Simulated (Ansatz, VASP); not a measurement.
**HfN in VASP and in Ansatz**

```
Hf N
1.0
     0.00000    2.25900    2.25900
     2.25900    0.00000    2.25900
     2.25900    2.25900    0.00000
Hf N
1 1
Direct
  0.00000 0.00000 0.00000
  0.50000 0.50000 0.50000
```

Alike in both runs: task single point; functional LDA; k mesh 18 × 18 × 18; occupations gaussian, width 0.15 eV; no spin polarisation.

|  | VASP | Ansatz |
| --- | --- | --- |
| version | VASP 6.6.1 | Ansatz 0.2.0 |
| potentials or method | VASP PAW LDA potentials, release 64 (Hf_pv, N), cutoff 520 eV | scalar-relativistic, plane waves, PAW |
| valence electrons in the cell | 15 | 31 |

|  | VASP | Ansatz | Ansatz less VASP |
| --- | --- | --- | --- |
| gap on the k mesh at the Fermi level (eV) | none | none | - |
| pressure (GPa) | -10.6 | -9.4 | +1.25 |

LDA's correlation is that of Perdew and Zunger in VASP and of Perdew and Wang (1992) in Ansatz. A gap of «none» marks a metal or a gap that the smearing closes. VASP's potentials hold 15 valence electrons a cell and Ansatz's 31, so a difference there can come from the potentials and not from the codes.

Spin-orbit coupling is off throughout.
